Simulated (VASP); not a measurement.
# KBr (I-4m2) in VASP: single point with HSE06

Aim: the single point of KBr with HSE06.

Program: VASP 6.6.1. These are calculated values, not measurements. Logs are shortened: lines on timing, memory, paths and dates and some standing lists are left out, and cuts for length are marked.

## 1. The cell of the first run

Symmetry: I-4m2, No. 119, tetragonal system. Conventional cell: a = 5.280 Å, b = 5.280 Å, c = 7.200 Å, α = 90.00°, β = 90.00°, γ = 90.00°. Within 4.2 Å of K (site symmetry -4m2) lie 4 Br at 3.20 Å. Br (site symmetry -4m2) has 4 K at 3.20 Å within 4.2 Å.

## 2. Single point, HSE06 (epitaxial xy strain +1.2%)

Input file POSCAR:

```
KBr
1.0
    0.0000000000      3.7332965328      3.5998073333
    3.7332965328      0.0000000000      3.5998073333
    3.7332965328      3.7332965328      0.0000000000
K Br
1 1
Direct
    0.0000000000      0.0000000000      0.0000000000
    0.2500000000      0.2500000000      0.2500000000
```

Input file INCAR.step1:

```
SYSTEM = KBr
ALGO = Normal ; EDIFF = 1E-5
ENCUT = 520 ; GGA = PE
ISIF = 2 ; ISMEAR = 0
LASPH = .True. ; LCHARG = .False.
LREAL = .False. ; LWAVE = .True.
NBANDS = 15 ; NELM = 80
PREC = Accurate ; SIGMA = 0.01
```

Input file INCAR.step2:

```
SYSTEM = KBr
ALGO = Normal ; EDIFF = 1E-6
ENCUT = 520 ; GGA = PE
HFSCREEN = 0.2079 ; ISIF = 2
ISMEAR = 0 ; ISTART = 1
LASPH = .True. ; LCHARG = .False.
LHFCALC = .True. ; LREAL = .False.
LWAVE = .False. ; NBANDS = 15
NELM = 80 ; PREC = Accurate
PRECFOCK = Normal ; SIGMA = 0.01
```

Input file KPOINTS:

```
k-points
0
Gamma
  4 4 4
  0 0 0
```

Potentials or basis: VASP PAW PBE potentials, release 64 (K_sv, Br).

Run with:

```bash
$ cat potpaw_PBE.64/K_sv/POTCAR potpaw_PBE.64/Br/POTCAR > POTCAR
$ cp INCAR.step1 INCAR
$ mpirun -np 1 vasp_std > vasp.out
$ cp INCAR.step2 INCAR
$ mpirun -np 1 vasp_std > vasp.out
```

OUTCAR:

```text
SYSTEM = KBr
   EDIFF = 1E-6
   ENCUT = 520
   GGA = PE
   HFSCREEN = 0.2079
   ISIF = 2
   ISMEAR = 0
   ISTART = 1
   LASPH = .True.
   LHFCALC = .True.
   LREAL = .False.
   NELM = 80
   PREC = Accurate
   PRECFOCK = Normal

 ion  position               nearest neighbor table
   1  0.000  0.000  0.000-   2 3.20   2 3.20   2 3.20   2 3.20
   2  0.250  0.250  0.250-   1 3.20   1 3.20   1 3.20   1 3.20

  LATTYP: Found a body centered tetragonal cell.
 ALAT       =     5.2796785890
 C/A-ratio  =     1.3636463935

  Lattice vectors:

 A1 = (   0.0000000000,  -3.7332965328,  -3.5998073333)
 A2 = (   0.0000000000,   3.7332965328,  -3.5998073333)
 A3 = (   3.7332965328,   0.0000000000,   3.5998073333)

Analysis of symmetry for initial positions (statically):
=====================================================================
 Subroutine PRICEL returns:
 Original cell was already a primitive cell.

 Routine SETGRP: Setting up the symmetry group for a
 body centered tetragonal supercell.

 Subroutine GETGRP returns: Found  8 space group operations
 (whereof  8 operations were pure point group operations)
 out of a pool of 16 trial point group operations.

The static configuration has the point symmetry D_2d.

Analysis of symmetry for dynamics (positions and initial velocities):
=====================================================================
 Subroutine PRICEL returns:
 Original cell was already a primitive cell.

 Routine SETGRP: Setting up the symmetry group for a
 body centered tetragonal supercell.

 Subroutine GETGRP returns: Found  8 space group operations
 (whereof  8 operations were pure point group operations)
 out of a pool of 16 trial point group operations.

The dynamic configuration has the point symmetry D_2d.

 Subroutine INISYM returns: Found  8 space group operations
 (whereof  8 operations are pure point group operations),
 and found     1 'primitive' translations

----------------------------------------------------------------------------------------

                                     Primitive cell

  volume of cell :     100.3447

  direct lattice vectors                    reciprocal lattice vectors
     0.000000000  3.733296533  3.599807333    -0.133929892  0.133929892  0.138896322
     3.733296533  0.000000000  3.599807333     0.133929892 -0.133929892  0.138896322
     3.733296533  3.733296533  0.000000000     0.133929892  0.133929892 -0.138896322

  length of vectors
     5.186146531  5.186146531  5.279678589     0.234875755  0.234875755  0.234875755

  position of ions in fractional coordinates (direct lattice)
     0.000000000  0.000000000  0.000000000
     0.250000000  0.250000000  0.250000000

  ion indices of the primitive-cell ions
   primitive index   ion index
                 1           1
                 2           2

----------------------------------------------------------------------------------------

 KPOINTS: k-points

Automatic generation of k-mesh.
 Grid dimensions read from file:
 generate k-points for:    4    4    4

 Generating k-lattice:

  Cartesian coordinates                     Fractional coordinates (reciprocal lattice)
    -0.033482473  0.033482473  0.034724081     0.250000000  0.000000000  0.000000000
     0.033482473 -0.033482473  0.034724081     0.000000000  0.250000000  0.000000000
     0.033482473  0.033482473 -0.034724081     0.000000000  0.000000000  0.250000000

  Length of vectors
     0.058718939  0.058718939  0.058718939

  Shift w.r.t. Gamma in fractional coordinates (k-lattice)
     0.000000000  0.000000000  0.000000000

 Subroutine IBZKPT returns following result:
 ===========================================

 Found     13 irreducible k-points:

 Following reciprocal coordinates:
            Coordinates               Weight
  0.000000  0.000000  0.000000      1.000000
  0.250000  0.000000  0.000000      8.000000
  0.500000  0.000000  0.000000      4.000000
  0.250000  0.250000  0.000000      2.000000
  0.500000  0.250000  0.000000      8.000000
 -0.250000  0.250000  0.000000      4.000000
  0.500000  0.500000  0.000000      1.000000
  0.250000  0.000000  0.250000      4.000000
  0.500000  0.000000  0.250000     16.000000
 -0.250000  0.000000  0.250000      8.000000
 -0.250000  0.500000  0.250000      4.000000
  0.500000  0.000000  0.500000      2.000000
 -0.250000  0.250000  0.500000      2.000000
   k-points           NKPTS =     13   k-points in BZ     NKDIM =     64   number of bands    NBANDS=     15
   number of dos      NEDOS =    301   number of ions     NIONS =      2
   total plane-waves  NPLWV =  64000
   dimension x,y,z NGX =    40 NGY =   40 NGZ =   40
   dimension x,y,z NGXF=    80 NGYF=   80 NGZF=   80
   ions per type =               1   1
   NGX,Y,Z   is equivalent  to a cutoff of  12.82, 12.82, 12.60 a.u.
   NGXF,Y,Z  is equivalent  to a cutoff of  25.64, 25.64, 25.19 a.u.
 SYSTEM =  KBr
   PREC   = accura    normal or accurate (medium, high low for compatibility)
   ISTART =      1    job   : 0-new  1-cont  2-samecut
   ICHARG =      0    charge: 1-file 2-atom 10-const
   ISPIN  =      1    spin polarized calculation?
   LNONCOLLINEAR =      F non collinear calculations
   LSORBIT =      F    spin-orbit coupling
   LASPH  =      T    aspherical Exc in radial PAW
   ENCUT  =  520.0 eV  38.22 Ry    6.18 a.u.   9.64  9.64  9.82*2*pi/ulx,y,z
   NELM   =     80;   NELMIN=  2; NELMDL=  0     # of ELM steps
   EDIFF  = 0.1E-05   stopping-criterion for ELM
   LREAL  =      F    real-space projection
   EDIFFG = 0.1E-04   stopping-criterion for IOM
   NSW    =      0    number of steps for IOM
   IBRION =     -1    ionic relax: 0-MD 1-quasi-New 2-CG
   NFREE  =      0    steps in history (QN), initial steepest desc. (CG)
   ISIF   =      2    stress and relaxation
   ISYM   =      3    0-nonsym 1-usesym 2-fastsym
   POTIM  = 0.5000    time-step for ionic-motion
   TEBEG  =    0.0;   TEEND  =   0.0 temperature during run
   PSTRESS=    0.0 pullay stress
   NELECT =      16.0000    total number of electrons
   NUPDOWN=      -1.0000    fix difference up-down
   EMIN   =  10.00;   EMAX   =-10.00  energy-range for DOS
   EFERMI =   0.00;   METHOD = LEGACY
   ISMEAR =     0;   SIGMA  =   0.01  broadening in eV -4-tet -1-fermi 0-gaus
   EFERMI_NEDOS =   21; number of points for ismear=-14 and -15
   IALGO  =     38    algorithm
   IMIX   =      1    mixing-type and parameters
     AMIX     =   0.40;   BMIX     =  1.00
     AMIX_MAG =   1.60;   BMIX_MAG =  1.00
  volume/ion in A,a.u.               =      50.17       338.58
  Fermi-wavevector in a.u.,A,eV,Ry     =   0.887735  1.677576 10.722394  0.788074
  Thomas-Fermi vector in A             =   2.009072
   LORBIT       =      0    0 simple, 1 ext, 2 COOP (PROOUT), +10 PAW based schemes
   GGA     = PE    functional components
   LHFCALC =     T    Hartree Fock is set to
   PRECFOCK=normal    Normal, Fast or Accurate (Low or Medium for compatibility)
   ENCUT4O =  -1.0   cutoff for four orbital integrals eV
   NKREDX  =     1    reduce k-point grid by
   NKREDY  =     1    reduce k-point grid by
   NKREDZ  =     1    reduce k-point grid by
   AEXX    =    0.2500 exact exchange contribution
   HFSCREEN=    0.2079 screening length (either q_TF or 0.3 A-1)
   HFSCREENC=   0.2079 screening length for correlation (either q_TF or 0.3 A-1)
   ENCUTFOCK=  -1.0 apply spherical cutoff to Coloumb kernel
   IVDW    =     0    specifies the selected vdW correction
   LEPSILON=     F    determine dielectric tensor
   LRPA    =     F    only Hartree local field effects (RPA)
 non-spin polarized calculation
 Gauss-broadening in eV      SIGMA  =   0.01
  energy-cutoff  :      520.00
  volume of cell :      100.34
 maximum number of plane-waves:      2720
 NGX is ok and might be reduce to    40
  NGX = 30; NGY = 30; NGZ = 30

 number of electron      15.9999998 magnetization

 Free energy of the ion-electron system (eV)
  ---------------------------------------------------
  ext. energy  EPLUGINS =         0.00000000
  ---------------------------------------------------
  free energy    TOTEN  =        -6.97196603 eV

  energy without entropy =       -6.97196603  energy(sigma->0) =       -6.97196603

 E-fermi :  -3.8538     XC(G=0):  -5.0239

 val. band max:       -3.9809995741   @ k =   0.5000   0.0000   0.0000
 cond. band min:       1.3923842922   @ k =   0.0000   0.0000   0.0000
 fundamental gap:      5.3733838663
 Fermi energy:        -3.8537976953

 k-point     1 :       0.0000    0.0000    0.0000
  band No.  band energies     occupation
      1     -33.9644      2.00000
      2     -16.8727      2.00000
      3     -16.1099      2.00000
      4     -16.1061      2.00000
      5     -16.1061      2.00000
      6      -4.0139      2.00000
      7      -4.0139      2.00000
      8      -3.9973      2.00000
      9       1.3924      0.00000
     10       5.9430      0.00000
     11       6.2023      0.00000
     12       6.9238      0.00000
     13       6.9238      0.00000
     14       7.0539      0.00000
     15       7.6803      0.00000

 k-point     2 :       0.2500    0.0000    0.0000
  band No.  band energies     occupation
      1     -33.9637      2.00000
      2     -16.9768      2.00000
      3     -16.1120      2.00000
      4     -16.1101      2.00000
      5     -15.9884      2.00000
      6      -4.2256      2.00000
      7      -4.0139      2.00000
      8      -3.9914      2.00000
      9       2.2853      0.00000
     10       5.5398      0.00000
     11       5.6785      0.00000
     12       5.8535      0.00000
     13       6.9375      0.00000
     14       7.4839      0.00000
     15       7.4870      0.00000

 k-point     3 :       0.5000    0.0000    0.0000
  band No.  band energies     occupation
      1     -33.9629      2.00000
      2     -17.0594      2.00000
      3     -16.1152      2.00000
      4     -16.1141      2.00000
      5     -15.8915      2.00000
      6      -4.3983      2.00000
      7      -4.0146      2.00000
      8      -3.9810      2.00000
      9       3.6931      0.00000
     10       4.1505      0.00000
     11       5.4469      0.00000
     12       5.6134      0.00000
     13       7.1015      0.00000
     14       7.2373      0.00000
     15       7.7214      0.00000

 k-point     4 :       0.2500    0.2500    0.0000
  band No.  band energies     occupation
      1     -33.9634      2.00000
      2     -16.9991      2.00000
      3     -16.1154      2.00000
      4     -16.1154      2.00000
      5     -15.9566      2.00000
      6      -4.2493      2.00000
      7      -4.0287      2.00000
      8      -4.0287      2.00000
      9       2.6012      0.00000
     10       4.6837      0.00000
     11       6.1562      0.00000
     12       6.5124      0.00000
     13       7.2128      0.00000
     14       7.2128      0.00000
     15       7.7709      0.00000
[... 109 lines left out ...]
 k-point    11 :      -0.2500    0.5000    0.2500
  band No.  band energies     occupation
      1     -33.9624      2.00000
      2     -17.1009      2.00000
      3     -16.1319      2.00000
      4     -16.1230      2.00000
      5     -15.8204      2.00000
      6      -4.2708      2.00000
      7      -4.1999      2.00000
      8      -4.0312      2.00000
      9       3.4659      0.00000
     10       4.4065      0.00000
     11       5.9831      0.00000
     12       6.2008      0.00000
     13       6.8168      0.00000
     14       7.2657      0.00000
     15       7.9779      0.00000

 k-point    12 :       0.5000    0.0000    0.5000
  band No.  band energies     occupation
      1     -33.9624      2.00000
      2     -17.1103      2.00000
      3     -16.1279      2.00000
      4     -16.1211      2.00000
      5     -15.8138      2.00000
      6      -4.4495      2.00000
      7      -4.0099      2.00000
      8      -4.0072      2.00000
      9       3.1711      0.00000
     10       4.3789      0.00000
     11       6.2014      0.00000
     12       6.8860      0.00000
     13       7.0164      0.00000
     14       7.0290      0.00000
     15       7.5616      0.00000

 k-point    13 :      -0.2500    0.2500    0.5000
  band No.  band energies     occupation
      1     -33.9624      2.00000
      2     -17.1084      2.00000
      3     -16.1282      2.00000
      4     -16.1276      2.00000
      5     -15.8094      2.00000
      6      -4.2605      2.00000
      7      -4.2083      2.00000
      8      -4.0174      2.00000
      9       3.5009      0.00000
     10       4.3899      0.00000
     11       6.0904      0.00000
     12       6.1034      0.00000
     13       6.7393      0.00000
     14       7.1285      0.00000
     15       8.0162      0.00000

------------------------ aborting loop because EDIFF is reached ----------------------------------------

  FORCE on cell =-STRESS in cart. coord.  units (eV):
  Direction    XX          YY          ZZ          XY          YZ          ZX
  --------------------------------------------------------------------------------------
  -------------------------------------------------------------------------------------
  Total        0.0937389      0.0937389      0.1005225      0.0000000      0.0000000      0.0000000
  in kB        1.4967048      1.4967048      1.6050165      0.0000000      0.0000000      0.0000000
  external PRESSURE =       1.5328087 kB  Pullay stress =       0.0000000 kB

 VOLUME and BASIS-vectors are now :
 -----------------------------------------------------------------------------
  energy-cutoff  :      520.00
  volume of cell :      100.34
      direct lattice vectors                 reciprocal lattice vectors
     0.000000000  3.733296533  3.599807333    -0.133929892  0.133929892  0.138896322
     3.733296533  0.000000000  3.599807333     0.133929892 -0.133929892  0.138896322
     3.733296533  3.733296533  0.000000000     0.133929892  0.133929892 -0.138896322

 POSITION                                       TOTAL-FORCE (eV/Angst)
 -----------------------------------------------------------------------------------
      0.00000      0.00000      0.00000        -0.000000     -0.000000     -0.000000
      1.86665      1.86665      1.79990         0.000000      0.000000      0.000000
 -----------------------------------------------------------------------------------
    total drift:                                0.000000      0.000000     -0.000001

  FREE ENERGIE OF THE ION-ELECTRON SYSTEM (eV)
  ---------------------------------------------------
  free  energy   TOTEN  =        -6.9719660335 eV

  energy  without entropy=       -6.9719660335  energy(sigma->0) =       -6.97196603
```

It took 25 min on 1 thread of Intel Xeon 8259CL, shared host; peak memory 0.36 GiB.

What came out:

```yaml
Free_energy: -6.9720 eV
Pressure: 0.2 GPa
Band_gap_on_the_k_mesh: 5.37 eV (least direct gap 5.39 eV)
```

Levels at points of the mesh, in eV from the valence-band top:
```csv
k point,band 4,band 5,band 6,band 7,band 8,band 9,band 10,band 11,band 12,band 13
"(0.00, 0.00, 0.00)",-12.13,-12.13,-0.03,-0.03,-0.02,5.37,9.92,10.18,10.90,10.90
"(0.50, 0.00, 0.00)",-12.13,-11.91,-0.42,-0.03,0.00,7.67,8.13,9.43,9.59,11.08
"(0.50, 0.50, 0.00)",-12.14,-11.85,-0.44,-0.06,-0.06,7.21,8.36,10.39,10.89,10.89
"(0.50, 0.00, 0.50)",-12.14,-11.83,-0.47,-0.03,-0.03,7.15,8.36,10.18,10.87,11.00
```

Caveat: the cell differs from its parent crystal (epitaxial xy strain +1.2%); the structure was generated, so it needn't be the stable form of KBr; the PAW data sets were made with another functional, which shifts forces and pressure a little.
